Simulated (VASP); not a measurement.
# MgB2 (P6/mmm) in VASP: a series of runs

MgB2 is run at these levels: LDA; tasks: single point.

Everything below comes from runs of VASP 6.6.1. Logs are shortened: lines on timing, memory, paths and dates and some standing lists are left out, and cuts for length are marked.

## (1) The cell of the first run

It takes space group P6/mmm (No. 191, hexagonal). Conventional cell: a = 3.085 Å, b = 3.085 Å, c = 3.488 Å, α = 90.00°, β = 90.00°, γ = 120.00°. Mg (site symmetry 6/mmm) has 12 B at 2.49 Å and 6 Mg at 3.09 Å within 3.3 Å. Within 2.4 Å of B (site symmetry -6m2) lie 3 B at 1.78 Å.

## (2) Single point, LDA (zz strain of -1 %)

Input file INCAR:

```
SYSTEM = MgB2
PREC     = Accurate       ! precision mode
ENCUT    = 520            ! plane-wave cutoff, eV
EDIFF    = 1E-6           ! SCF threshold, eV
ISMEAR   = -1             ! smearing method
SIGMA    = 0.05           ! smearing width, eV
LREAL    = .False.        ! projectors in reciprocal space
LASPH    = .True.         ! aspherical terms in the spheres
NELM     = 80             ! most SCF steps
ALGO     = Normal         ! electronic algorithm
ISIF     = 2              ! what is computed and relaxed
LWAVE    = .False.        ! write WAVECAR
LCHARG   = .False.        ! write CHGCAR
GGA      = CA             ! functional
NBANDS   = 11             ! bands
```

Input file KPOINTS:

```
Automatic mesh
0
Gamma
  12 12 9
  0 0 0
```

Input file POSCAR:

```
MgB2
1.0
    3.0850007055      0.0000000000      0.0000000000
   -1.5425003528      2.6716889817      0.0000000000
    0.0000000000      0.0000000000      3.4877700000
Mg B
1 2
Direct
    0.0000000000      0.0000000000      0.0000000000
    0.3333333333      0.6666666667      0.5000000000
    0.6666666667      0.3333333333      0.5000000000
```

Potentials or basis: VASP PAW LDA potentials, release 64 (Mg, B).

Command:

```console
cat potpaw_LDA.64/Mg/POTCAR potpaw_LDA.64/B/POTCAR > POTCAR
mpirun -np 1 vasp_std > vasp.out
```

OUTCAR:

```text
SYSTEM = MgB2
   PREC = Accurate
   ENCUT = 520
   EDIFF = 1E-6
   ISMEAR = -1
   LREAL = .False.
   LASPH = .True.
   NELM = 80
   ISIF = 2
   GGA = CA

 ion  position               nearest neighbor table
   1  0.000  0.000  0.000-   2 2.49   3 2.49   2 2.49   3 2.49   3 2.49   3 2.49   2 2.49   2 2.49
                             3 2.49   3 2.49   2 2.49   2 2.49
   2  0.333  0.667  0.500-   3 1.78   3 1.78   3 1.78   1 2.49   1 2.49   1 2.49   1 2.49   1 2.49
                             1 2.49
   3  0.667  0.333  0.500-   2 1.78   2 1.78   2 1.78   1 2.49   1 2.49   1 2.49   1 2.49   1 2.49
                             1 2.49

  LATTYP: Found a hexagonal cell.
 ALAT       =     3.0850007055
 C/A-ratio  =     1.1305572779

  Lattice vectors:

 A1 = (   3.0850007055,   0.0000000000,   0.0000000000)
 A2 = (  -1.5425003528,   2.6716889817,   0.0000000000)
 A3 = (   0.0000000000,   0.0000000000,   3.4877700000)

Analysis of symmetry for initial positions (statically):
=====================================================================
 Subroutine PRICEL returns:
 Original cell was already a primitive cell.

 Routine SETGRP: Setting up the symmetry group for a
 hexagonal supercell.

 Subroutine GETGRP returns: Found 24 space group operations
 (whereof 24 operations were pure point group operations)
 out of a pool of 24 trial point group operations.

The static configuration has the point symmetry D_6h.

Analysis of symmetry for dynamics (positions and initial velocities):
=====================================================================
 Subroutine PRICEL returns:
 Original cell was already a primitive cell.

 Routine SETGRP: Setting up the symmetry group for a
 hexagonal supercell.

 Subroutine GETGRP returns: Found 24 space group operations
 (whereof 24 operations were pure point group operations)
 out of a pool of 24 trial point group operations.

The dynamic configuration has the point symmetry D_6h.

 Subroutine INISYM returns: Found 24 space group operations
 (whereof 24 operations are pure point group operations),
 and found     1 'primitive' translations

----------------------------------------------------------------------------------------

                                     Primitive cell

  volume of cell :      28.7468

  direct lattice vectors                    reciprocal lattice vectors
     3.085000706  0.000000000  0.000000000     0.324149034  0.187147532  0.000000000
    -1.542500353  2.671688982  0.000000000     0.000000000  0.374295065  0.000000000
     0.000000000  0.000000000  3.487770000     0.000000000  0.000000000  0.286716154

  length of vectors
[... 92 lines left out ...]
   POTIM  = 0.5000    time-step for ionic-motion
   TEBEG  =    0.0;   TEEND  =   0.0 temperature during run
   PSTRESS=    0.0 pullay stress
   NELECT =       8.0000    total number of electrons
   NUPDOWN=      -1.0000    fix difference up-down
   EMIN   =  10.00;   EMAX   =-10.00  energy-range for DOS
   EFERMI =   0.00;   METHOD = LEGACY
   ISMEAR =    -1;   SIGMA  =   0.05  broadening in eV -4-tet -1-fermi 0-gaus
   EFERMI_NEDOS =   21; number of points for ismear=-14 and -15
   IALGO  =     38    algorithm
   IMIX   =      4    mixing-type and parameters
     AMIX     =   0.40;   BMIX     =  1.00
     AMIX_MAG =   1.60;   BMIX_MAG =  1.00
  volume/ion in A,a.u.               =       9.58        64.66
  Fermi-wavevector in a.u.,A,eV,Ry     =   1.068830  2.019795 15.543252  1.142397
  Thomas-Fermi vector in A             =   2.204490
   LORBIT       =      0    0 simple, 1 ext, 2 COOP (PROOUT), +10 PAW based schemes
   GGA     = CA    functional components
   LHFCALC =     F    Hartree Fock is set to
   AEXX    =    0.0000 exact exchange contribution
   IVDW    =     0    specifies the selected vdW correction
   LEPSILON=     F    determine dielectric tensor
   LRPA    =     F    only Hartree local field effects (RPA)
 non-spin polarized calculation
  energy-cutoff  :      520.00
  volume of cell :       28.75
 maximum number of plane-waves:       788
 NGX is ok and might be reduce to    24
   NGX = 11   NGY = 11   NGZ = 13

 number of electron       8.0000000 magnetization

 Free energy of the ion-electron system (eV)
  ---------------------------------------------------
  ext. energy  EPLUGINS =         0.00000000
  ---------------------------------------------------
  free energy    TOTEN  =       -17.26365722 eV

  energy without entropy =      -17.25965658  energy(sigma->0) =      -17.26165690

 E-fermi :   5.2386     XC(G=0): -11.1386

 val. band max:        5.1657002394   @ k =   0.3333   0.3333   0.2222
 cond. band min:       5.2541258959   @ k =   0.2500   0.2500   0.4444
 fundamental gap:      0.0884256565
 Fermi energy:         5.2385543636

 k-point     1 :       0.0000    0.0000    0.0000
  band No.  band energies     occupation
      1      -7.0647      2.00000
      2       2.4360      2.00000
      3       5.5840      0.00199
      4       5.5840      0.00199
      5       7.1234      0.00000
      6      11.4808      0.00000
      7      11.4808      0.00000
      8      13.4405      0.00000
      9      15.1164      0.00000
     10      17.7820      0.00000
     11      21.4176      0.00000
[... 309 lines left out ...]
 k-point    24 :       0.3333   -0.0000    0.1111
  band No.  band energies     occupation
      1      -5.0744      2.00000
      2       0.2734      2.00000
      3       3.4793      2.00000
      4       3.5396      2.00000
      5       9.0974      0.00000
      6       9.9816      0.00000
      7      10.7705      0.00000
      8      14.7300      0.00000
      9      17.0315      0.00000
     10      17.9014      0.00000
     11      18.0491      0.00000

 [... further k-points ...]
[... 5 lines left out ...]
  --------------------------------------------------------------------------------------
  -------------------------------------------------------------------------------------
  Total       -1.5104302     -1.5104302     -0.8662312      0.0000000      0.0000000     -0.0000000
  in kB      -84.1825810    -84.1825810    -48.2786806      0.0000000      0.0000000     -0.0000000
  external PRESSURE =     -72.2146142 kB  Pullay stress =       0.0000000 kB

 VOLUME and BASIS-vectors are now :
 -----------------------------------------------------------------------------
  energy-cutoff  :      520.00
  volume of cell :       28.75
      direct lattice vectors                 reciprocal lattice vectors
     3.085000706  0.000000000  0.000000000     0.324149034  0.187147532  0.000000000
    -1.542500353  2.671688982  0.000000000     0.000000000  0.374295065  0.000000000
     0.000000000  0.000000000  3.487770000     0.000000000  0.000000000  0.286716154

 POSITION                                       TOTAL-FORCE (eV/Angst)
 -----------------------------------------------------------------------------------
      0.00000      0.00000      0.00000         0.000000      0.000000      0.000000
     -0.00000      1.78113      1.74388         0.000000     -0.000000      0.000000
      1.54250      0.89056      1.74388        -0.000000      0.000000      0.000000
 -----------------------------------------------------------------------------------
    total drift:                                0.000000     -0.000000      0.000000

  FREE ENERGIE OF THE ION-ELECTRON SYSTEM (eV)
  ---------------------------------------------------
  free  energy   TOTEN  =       -17.2636572236 eV

  energy  without entropy=      -17.2596565827  energy(sigma->0) =      -17.26165690
```

Wall time 46 s (1 thread of AMD EPYC 7R43 (Zen 3), shared host); peak memory 0.12 GiB.

What came out:

```
Free energy            : -17.2637 eV
Pressure               : -7.2 GPa
Band gap on the k mesh : zero (band 4 reaches 7.13 eV, above the bottom of band 5 at 3.34 eV)
```

Caveat: the cell differs from its parent crystal (zz strain of -1 %).

## (3) Single point, LDA (zz strain of +2 %)

Input file INCAR:

```
PREC = Accurate
ENCUT = 520
EDIFF = 1E-6
ISMEAR = -1
SIGMA = 0.05
LREAL = False
LASPH = True
NELM = 80
ALGO = Normal
ISIF = 2
LWAVE = False
LCHARG = True
GGA = CA
LELF = True
LVHAR = True
NBANDS = 11
```

Input file KPOINTS:

```
regular mesh
0
Gamma
  12 12 9
```

Edit POSCAR of step 2 so:

```diff
@@ -4,3 +4,3 @@
    -1.5425003528      2.6716889817      0.0000000000
-    0.0000000000      0.0000000000      3.4877700000
+    0.0000000000      0.0000000000      3.5934600000
 Mg B
```

Potentials or basis: VASP PAW LDA potentials, release 64 (Mg, B).

Command:

```console
cat potpaw_LDA.64/Mg/POTCAR potpaw_LDA.64/B/POTCAR > POTCAR
mpirun -np 1 vasp_std > vasp.out
```

It took 36 s on 1 thread of AMD EPYC 7R43 (Zen 3), shared host; peak memory 0.12 GiB.

Results (log left out):

| Property | Result |
| --- | --- |
| Free energy | -17.2174 eV |
| Pressure | -10.0 GPa |
| Band gap on the k mesh | zero (band 4 reaches 6.76 eV, above the bottom of band 5 at 3.23 eV) |

Stress tensor (GPa, compression positive):
```
 -8.95   0.00   0.00
  0.00  -8.95   0.00
  0.00   0.00 -12.07
```

Levels at points of the mesh, in eV from the Fermi level:
```
           k point  band 1  band 2  band 3  band 4  band 5  band 6  band 7  band 8  band 9
(0.00, 0.00, 0.00)  -12.14   -3.04    0.47    0.47    1.32    6.42    6.42    8.36    9.81
(0.50, 0.00, 0.00)   -8.26   -7.62   -2.04    0.15    2.94    4.04    5.00    6.67   12.13
```

Caveat: the cell differs from its parent crystal (zz strain of +2 %).

## (4) Single point, LDA (zz strain of +1 %)

Input file INCAR:

```
ALGO = Normal
EDIFF = 1E-6
ENCUT = 520
GGA = CA
ISIF = 2
ISMEAR = -1
LASPH = T
LCHARG = T
LELF = T
LREAL = F
LVHAR = T
LWAVE = F
NBANDS = 11
NELM = 100
PREC = Accurate
SIGMA = 0.05
```

Input file KPOINTS:

```
k-points
0
Gamma
  12 12 9
```

Edit POSCAR of step 3 so:

```diff
@@ -4,3 +4,3 @@
    -1.5425003528      2.6716889817      0.0000000000
-    0.0000000000      0.0000000000      3.5934600000
+    0.0000000000      0.0000000000      3.5582300000
 Mg B
```

Command:

```console
cat potpaw_LDA.64/Mg/POTCAR potpaw_LDA.64/B/POTCAR > POTCAR
mpirun -np 1 vasp_std > vasp.out
```

Run time: 42 s. Hardware: 1 thread of AMD EPYC 7R43 (Zen 3), shared host; peak memory 0.11 GiB.

The run converged. Its results:

| Item | Value |
| --- | --- |
| Free energy | -17.2371 eV |
| Pressure | -9.1 GPa |
| Band gap on the k mesh | zero (band 4 reaches 6.88 eV, above the bottom of band 5 at 3.27 eV) |

Stress tensor (GPa, compression positive):
```
-8.75  0.00  0.00
 0.00 -8.75  0.00
 0.00  0.00 -9.84
```

Levels at points of the mesh, in eV from the Fermi level:
| k point | band 1 | band 2 | band 3 | band 4 | band 5 | band 6 | band 7 | band 8 | band 9 |
| --- | --- | --- | --- | --- | --- | --- | --- | --- | --- |
| (0.00, 0.00, 0.00) | -12.20 | -2.97 | 0.43 | 0.43 | 1.50 | 6.36 | 6.36 | 8.30 | 9.82 |
| (0.50, 0.00, 0.00) | -8.31 | -7.68 | -2.09 | 0.20 | 3.01 | 3.99 | 5.17 | 6.84 | 12.27 |

Caveat: the cell differs from its parent crystal (zz strain of +1 %).

## (5) Single point, LDA (zz strain of +3 %)

Input file INCAR:

```
  PREC = Accurate
  ENCUT = 520
  EDIFF = 1E-6
  ISMEAR = -1
  SIGMA = 0.05
  LREAL = F
  LASPH = T
  NELM = 60
  ALGO = Normal
  ISIF = 2
  LWAVE = F
  LCHARG = F
  GGA = CA
  NBANDS = 11
```

Input file KPOINTS:

```
regular mesh
0
Gamma
  12 12 9
```

Edit POSCAR of step 4 so:

```diff
@@ -4,3 +4,3 @@
    -1.5425003528      2.6716889817      0.0000000000
-    0.0000000000      0.0000000000      3.5582300000
+    0.0000000000      0.0000000000      3.6286900000
 Mg B
```

Command:

```console
cat potpaw_LDA.64/Mg/POTCAR potpaw_LDA.64/B/POTCAR > POTCAR
mpirun -np 1 vasp_std > vasp.out
```

Run time: 40 s. Hardware: 1 thread of AMD EPYC 7R43 (Zen 3), shared host; peak memory 0.12 GiB.

It converged, with:

```
Free energy            : -17.1937 eV
Pressure               : -10.8 GPa
Band gap on the k mesh : zero (band 4 reaches 6.65 eV, above the bottom of band 5 at 3.20 eV)
```

Stress tensor (GPa, compression positive):
```
 -9.12   0.00   0.00
  0.00  -9.12   0.00
  0.00   0.00 -14.20
```

Levels at points of the mesh, in eV from the Fermi level:
```
           k point  band 1  band 2  band 3  band 4  band 5  band 6  band 7  band 8
(0.00, 0.00, 0.00)  -12.09   -3.11    0.51    0.51    1.14    6.48    6.48    8.41
(0.50, 0.00, 0.00)   -8.21   -7.57   -2.00    0.10    2.88    4.09    4.83    6.51
```

Caveat: the cell differs from its parent crystal (zz strain of +3 %).

## (6) The runs side by side

```tsv
cell	gap on the mesh (eV)	pressure (GPa)
a = 3.085, b = 3.085, c = 3.488 Å, angles 90.0, 90.0, 120.0°, 3 atoms	none	-7.2
a = 3.085, b = 3.085, c = 3.593 Å, angles 90.0, 90.0, 120.0°, 3 atoms	none	-10.0
a = 3.085, b = 3.085, c = 3.558 Å, angles 90.0, 90.0, 120.0°, 3 atoms	none	-9.1
a = 3.085, b = 3.085, c = 3.629 Å, angles 90.0, 90.0, 120.0°, 3 atoms	none	-10.8
```

Alike in all rows: task single point; level LDA; potentials or basis VASP PAW LDA potentials, release 64 (Mg, B); no spin polarisation; k mesh 12 × 12 × 9; cutoff (eV) 520; smearing fermi-dirac 0.05 eV.

Total energies depend on the potentials used, so only differences within one code and one set of settings carry meaning.
